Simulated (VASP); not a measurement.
# MgMo (L11 type) in VASP: notebook

MgMo (L11 type) is run at these levels: PBEsol, RPBE; tasks: electric field gradients.

All numbers are computed with VASP 6.6.1; they aren't measurements. Logs are shortened: lines on timing, memory, paths and dates and some standing lists are left out, and cuts for length are marked.

**1. The cell of the first run**

The typed cell holds 2 atoms: a = 5.131 Å, b = 5.140 Å, c = 5.149 Å, α = 32.33°, β = 31.80°, γ = 31.26°.

**2. Electric field gradients, PBEsol (xy shear strain of +4 %)**

Contents of INCAR:

```
PREC = Accurate
ENCUT = 520
EDIFF = 1E-8
ISMEAR = -1
SIGMA = 0.03
LREAL = F
LASPH = T
NELM = 100
ALGO = Normal
ISIF = 2
LWAVE = F
LCHARG = F
GGA = PS
LEFG = T
NBANDS = 15
```

Contents of KPOINTS:

```
Automatic mesh
0
Gamma
  13 13 13
```

Contents of POSCAR:

```
MgMo
1.0
    1.3915957845     -0.7846668373      4.8762299416
    0.0325129553      1.6256477651      4.8762299416
   -1.4241087398     -0.8409809278      4.8762299416
Mg Mo
1 1
Direct
    0.0000000000      0.0000000000      0.0000000000
    0.5000000000      0.5000000000      0.5000000000
```

Potentials or basis: VASP PAW PBE potentials, release 64 (Mg, Mo_sv).

Started as:

```sh
> cat potpaw_PBE.64/Mg/POTCAR potpaw_PBE.64/Mo_sv/POTCAR > POTCAR
> mpirun -np 1 vasp_std > vasp.out
```

OUTCAR:

```text
PREC = Accurate
   ENCUT = 520
   EDIFF = 1E-8
   ISMEAR = -1
   LREAL = F
   LASPH = T
   NELM = 100
   ISIF = 2
   GGA = PS

 ion  position               nearest neighbor table
   1  0.000  0.000  0.000-   2 2.91   2 2.91   2 2.93   2 2.93   2 2.95   2 2.95
   2  0.500  0.500  0.500-   1 2.91   1 2.91   1 2.93   1 2.93   1 2.95   1 2.95

  Warning from LATTYP: Got some problem with cell dimensions!
  Tried to take original basis but could not verify dimensions!
  LATTYP: Found a triclinic cell.
 ALAT       =     2.8162676089
 B/A-ratio  =     1.0171662427
 C/A-ratio  =     1.8220082920
 COS(alpha) =     0.0062280687
 COS(beta)  =     0.2680874800
 COS(gamma) =     0.5256045107

  Lattice vectors:

 A1 = (   2.8157045243,   0.0563140905,   0.0000000000)
 A2 = (   1.4566216951,   2.4666286929,   0.0000000000)
 A3 = (   1.3915957845,  -0.7846668373,   4.8762299416)

Analysis of symmetry for initial positions (statically):
=====================================================================
 Subroutine PRICEL returns:
 Original cell was already a primitive cell.

 Routine SETGRP: Setting up the symmetry group for a
 triclinic supercell.

 Subroutine GETGRP returns: Found  2 space group operations
 (whereof  2 operations were pure point group operations)
 out of a pool of  2 trial point group operations.

The static configuration has the point symmetry S_2 .

Analysis of symmetry for dynamics (positions and initial velocities):
=====================================================================
 Subroutine PRICEL returns:
 Original cell was already a primitive cell.

 Routine SETGRP: Setting up the symmetry group for a
 triclinic supercell.

 Subroutine GETGRP returns: Found  2 space group operations
 (whereof  2 operations were pure point group operations)
 out of a pool of  2 trial point group operations.

The dynamic configuration has the point symmetry S_2 .

 Subroutine INISYM returns: Found  2 space group operations
 (whereof  2 operations are pure point group operations),
 and found     1 'primitive' translations

----------------------------------------------------------------------------------------

                                     Primitive cell

  volume of cell :      33.4669

  direct lattice vectors                    reciprocal lattice vectors
     1.391595784 -0.784666837  4.876229942     0.359395589 -0.212234380  0.068358822
     0.032512955  1.625647765  4.876229942    -0.008205141  0.410257040  0.068358822
    -1.424108740 -0.840980928  4.876229942    -0.351190448 -0.198022660  0.068358822

  length of vectors
     5.131262936  5.140175697  5.149073030     0.422943909  0.415994100  0.408926195

  position of ions in fractional coordinates (direct lattice)
     0.000000000  0.000000000  0.000000000
     0.500000000  0.500000000  0.500000000

  ion indices of the primitive-cell ions
   primitive index   ion index
                 1           1
                 2           2

----------------------------------------------------------------------------------------

 KPOINTS: Automatic mesh

Automatic generation of k-mesh.
 Grid dimensions read from file:
 generate k-points for:   13   13   13

 Generating k-lattice:

  Cartesian coordinates                     Fractional coordinates (reciprocal lattice)
     0.027645815 -0.016325722  0.005258371     0.076923077 -0.000000000 -0.000000000
    -0.000631165  0.031558234  0.005258371    -0.000000000  0.076923077  0.000000000
    -0.027014650 -0.015232512  0.005258371     0.000000000  0.000000000  0.076923077

  Length of vectors
     0.032534147  0.031999546  0.031455861

  Shift w.r.t. Gamma in fractional coordinates (k-lattice)
     0.000000000  0.000000000  0.000000000

 Subroutine IBZKPT returns following result:
 ===========================================

 Found   1099 irreducible k-points:

 Following reciprocal coordinates:
            Coordinates               Weight
  0.000000  0.000000  0.000000      1.000000
  0.076923 -0.000000  0.000000      2.000000
  0.153846 -0.000000 -0.000000      2.000000
  0.230769  0.000000  0.000000      2.000000
  0.307692 -0.000000 -0.000000      2.000000
  0.384615  0.000000  0.000000      2.000000
[... 16 lines left out ...]
  0.153846  0.153846 -0.000000      2.000000
  0.230769  0.153846 -0.000000      2.000000
 [... further k-points ...]
   k-points           NKPTS =   1099   k-points in BZ     NKDIM =   1099   number of bands    NBANDS=     15
   number of dos      NEDOS =    301   number of ions     NIONS =      2
   total plane-waves  NPLWV =  64000
   dimension x,y,z NGX =    40 NGY =   40 NGZ =   40
   dimension x,y,z NGXF=    80 NGYF=   80 NGZF=   80
   ions per type =               1   1
   NGX,Y,Z   is equivalent  to a cutoff of  12.96, 12.94, 12.91 a.u.
   NGXF,Y,Z  is equivalent  to a cutoff of  25.92, 25.87, 25.83 a.u.
 SYSTEM =  unknown system
   PREC   = accura    normal or accurate (medium, high low for compatibility)
   ISTART =      0    job   : 0-new  1-cont  2-samecut
   ICHARG =      2    charge: 1-file 2-atom 10-const
   ISPIN  =      1    spin polarized calculation?
   LNONCOLLINEAR =      F non collinear calculations
   LSORBIT =      F    spin-orbit coupling
   LASPH  =      T    aspherical Exc in radial PAW
   ENCUT  =  520.0 eV  38.22 Ry    6.18 a.u.   9.54  9.56  9.57*2*pi/ulx,y,z
   NELM   =    100;   NELMIN=  2; NELMDL= -5     # of ELM steps
   EDIFF  = 0.1E-07   stopping-criterion for ELM
   LREAL  =      F    real-space projection
   EDIFFG = 0.1E-06   stopping-criterion for IOM
   NSW    =      0    number of steps for IOM
   IBRION =     -1    ionic relax: 0-MD 1-quasi-New 2-CG
   NFREE  =      0    steps in history (QN), initial steepest desc. (CG)
   ISIF   =      2    stress and relaxation
   ISYM   =      2    0-nonsym 1-usesym 2-fastsym
   POTIM  = 0.5000    time-step for ionic-motion
   TEBEG  =    0.0;   TEEND  =   0.0 temperature during run
   PSTRESS=    0.0 pullay stress
   NELECT =      16.0000    total number of electrons
   NUPDOWN=      -1.0000    fix difference up-down
   EMIN   =  10.00;   EMAX   =-10.00  energy-range for DOS
   EFERMI =   0.00;   METHOD = LEGACY
   ISMEAR =    -1;   SIGMA  =   0.03  broadening in eV -4-tet -1-fermi 0-gaus
   EFERMI_NEDOS =   21; number of points for ismear=-14 and -15
   IALGO  =     38    algorithm
   IMIX   =      4    mixing-type and parameters
     AMIX     =   0.40;   BMIX     =  1.00
     AMIX_MAG =   1.60;   BMIX_MAG =  1.00
  volume/ion in A,a.u.               =      16.73       112.92
  Fermi-wavevector in a.u.,A,eV,Ry     =   1.280098  2.419034 22.295185  1.638650
  Thomas-Fermi vector in A             =   2.412545
   LORBIT       =      0    0 simple, 1 ext, 2 COOP (PROOUT), +10 PAW based schemes
   GGA     = PS    functional components
   LHFCALC =     F    Hartree Fock is set to
   AEXX    =    0.0000 exact exchange contribution
   IVDW    =     0    specifies the selected vdW correction
   LEPSILON=     F    determine dielectric tensor
   LRPA    =     F    only Hartree local field effects (RPA)
 non-spin polarized calculation
  energy-cutoff  :      520.00
  volume of cell :       33.47
 maximum number of plane-waves:       918
 NGX is ok and might be reduce to    40
   NGX = 19   NGY = 19   NGZ = 19

 number of electron      15.9999998 magnetization

 Free energy of the ion-electron system (eV)
  ---------------------------------------------------
  ext. energy  EPLUGINS =         0.00000000
  ---------------------------------------------------
  free energy    TOTEN  =       -12.52740772 eV

  energy without entropy =      -12.52191578  energy(sigma->0) =      -12.52466175

 E-fermi :   7.5094     XC(G=0): -11.3723

 val. band max:        7.5063791184   @ k =  -0.0769  -0.3077   0.4615
 cond. band min:       7.5107489848   @ k =  -0.3846   0.1538   0.3846
 fundamental gap:      0.0043698664
 Fermi energy:         7.5094465591

 k-point     1 :       0.0000    0.0000    0.0000
  band No.  band energies     occupation
      1     -53.1144      2.00000
      2     -27.2968      2.00000
      3     -26.6431      2.00000
      4     -26.5688      2.00000
      5       0.0880      2.00000
      6       3.7773      2.00000
      7       6.6636      2.00000
      8       6.8802      2.00000
      9       7.6448      0.02171
     10       9.5737      0.00000
     11       9.7907      0.00000
     12      11.3964      0.00000
     13      21.3353      0.00000
     14      22.3964      0.00000
     15      22.8792      0.00000

 k-point     2 :       0.0769   -0.0000    0.0000
  band No.  band energies     occupation
      1     -53.1046      2.00000
      2     -27.2868      2.00000
      3     -26.6665      2.00000
      4     -26.6279      2.00000
      5       0.2680      2.00000
      6       3.9781      2.00000
      7       6.4814      2.00000
      8       7.0424      2.00000
      9       7.4656      1.62363
     10       9.5102      0.00000
     11       9.9203      0.00000
     12      11.5008      0.00000
     13      21.2657      0.00000
     14      22.0496      0.00000
     15      22.3650      0.00000

 k-point     3 :       0.1538   -0.0000   -0.0000
  band No.  band energies     occupation
      1     -53.0772      2.00000
      2     -27.2590      2.00000
      3     -26.8231      2.00000
      4     -26.6973      2.00000
      5       0.7866      2.00000
      6       4.5008      2.00000
      7       6.0675      2.00000
      8       6.8783      2.00000
      9       7.7398      0.00093
     10       9.3121      0.00000
     11      10.1952      0.00000
     12      11.8510      0.00000
     13      19.0312      0.00000
     14      21.3373      0.00000
     15      21.6788      0.00000
[... 343 lines left out ...]
 k-point    23 :       0.1538    0.1538   -0.0000
  band No.  band energies     occupation
      1     -53.0839      2.00000
      2     -27.2651      2.00000
      3     -26.8593      2.00000
      4     -26.6171      2.00000
      5       0.7994      2.00000
      6       4.3599      2.00000
      7       5.9910      2.00000
      8       6.5008      2.00000
      9       8.2834      0.00000
     10       9.5787      0.00000
     11       9.6269      0.00000
     12      12.3091      0.00000
     13      18.4424      0.00000
     14      21.9033      0.00000
     15      21.9782      0.00000

 k-point    24 :       0.2308    0.1538   -0.0000
  band No.  band energies     occupation
      1     -53.0611      2.00000
      2     -27.2416      2.00000
      3     -26.9910      2.00000
      4     -26.6740      2.00000
      5       1.3068      2.00000
      6       4.7248      2.00000
      7       5.7450      2.00000
      8       6.3546      2.00000
      9       8.7093      0.00000
     10       9.2086      0.00000
     11       9.7299      0.00000
     12      12.9650      0.00000
     13      17.2980      0.00000
     14      19.9080      0.00000
     15      21.1988      0.00000

 [... further k-points ...]

------------------------ aborting loop because EDIFF is reached ----------------------------------------

  FORCE on cell =-STRESS in cart. coord.  units (eV):
  Direction    XX          YY          ZZ          XY          YZ          ZX
  --------------------------------------------------------------------------------------
  -------------------------------------------------------------------------------------
  Total        0.0247538      0.2172431     -0.0028615      0.2215137     -0.0003812     -0.2311595
  in kB        1.1850509     10.4001944     -0.1369907     10.6046384     -0.0182473    -11.0664192
  external PRESSURE =       3.8160849 kB  Pullay stress =       0.0000000 kB

 VOLUME and BASIS-vectors are now :
 -----------------------------------------------------------------------------
  energy-cutoff  :      520.00
  volume of cell :       33.47
      direct lattice vectors                 reciprocal lattice vectors
     1.391595784 -0.784666837  4.876229942     0.359395589 -0.212234380  0.068358822
     0.032512955  1.625647765  4.876229942    -0.008205141  0.410257040  0.068358822
    -1.424108740 -0.840980928  4.876229942    -0.351190448 -0.198022660  0.068358822

 POSITION                                       TOTAL-FORCE (eV/Angst)
 -----------------------------------------------------------------------------------
      0.00000      0.00000      0.00000        -0.000000      0.000000      0.000000
      0.00000      0.00000      7.31434         0.000000     -0.000000     -0.000000
 -----------------------------------------------------------------------------------
    total drift:                                0.000000      0.000000      0.000000

  FREE ENERGIE OF THE ION-ELECTRON SYSTEM (eV)
  ---------------------------------------------------
  free  energy   TOTEN  =       -12.5274077184 eV

  energy  without entropy=      -12.5219157831  energy(sigma->0) =      -12.52466175

 Electric field gradients (V/A^2)
---------------------------------------------------------------------
 ion       V_xx      V_yy      V_zz      V_xy      V_xz      V_yz
---------------------------------------------------------------------
   1       6.568     6.441   -13.009     0.507     1.012     0.008
   2     -56.544   -55.863   112.407   -15.957     4.678     0.615
---------------------------------------------------------------------

 Electric field gradients after diagonalization (V/A^2)
 (convention: |V_zz| > |V_xx| > |V_yy|)
----------------------------------------------------------------------
 ion       V_xx      V_yy      V_zz     asymmetry (V_yy - V_xx)/ V_zz
----------------------------------------------------------------------
   1       7.045     6.016   -13.061       0.079
   2     -72.242   -40.295   112.537       0.284
----------------------------------------------------------------------

           NMR quadrupolar parameters

 Cq : quadrupolar parameter    Cq=e*Q*V_zz/h
 eta: asymmetry parameters     (V_yy - V_xx)/ V_zz
 Q  : nuclear electric quadrupole moment in mb (millibarn)
----------------------------------------------------------------------
 ion       Cq(MHz)       eta       Q (mb)
----------------------------------------------------------------------
   1      -0.032       0.079       1.000
   2       0.272       0.284       1.000
----------------------------------------------------------------------
```

Wall time 24 min (1 thread of Intel Xeon Platinum 8259CL at 2.50GHz (Skylake/Cascade Lake), shared host); peak memory 0.73 GiB.

What came out:

```yaml
Free_energy: -12.5274 eV
Pressure: 0.4 GPa
Band_gap_on_the_k_mesh: zero (band 8 reaches 8.56 eV, above the bottom of band 9 at 6.82 eV)
```

Stress tensor (GPa, compression positive):
```
 0.12  1.06 -1.11
 1.06  1.04  0.00
-1.11  0.00 -0.01
```

Levels at points of the mesh, in eV from the Fermi level:
```
           k point  band 4  band 5  band 6  band 7  band 8  band 9  band 10  band 11  band 12  band 13
(0.00, 0.00, 0.00)  -34.08   -7.42   -3.73   -0.85   -0.63    0.14     2.06     2.28     3.89    13.83
```

Electric field gradients, principal values (V/Å²):
| atom | least | middle | greatest (by size) |
| --- | --- | --- | --- |
| 1 Mg | 6.016 | 7.045 | -13.061 |
| 2 Mo | -40.295 | -72.242 | 112.537 |

Caveat: the cell differs from its parent crystal (xy shear strain of +4 %); without QUAD_EFG the Cq values of the log hold for a quadrupole moment of 1 mb, not for the nuclei; the PAW data sets were made with another functional, which shifts forces and pressure a little.

[end of part 1 of 4]
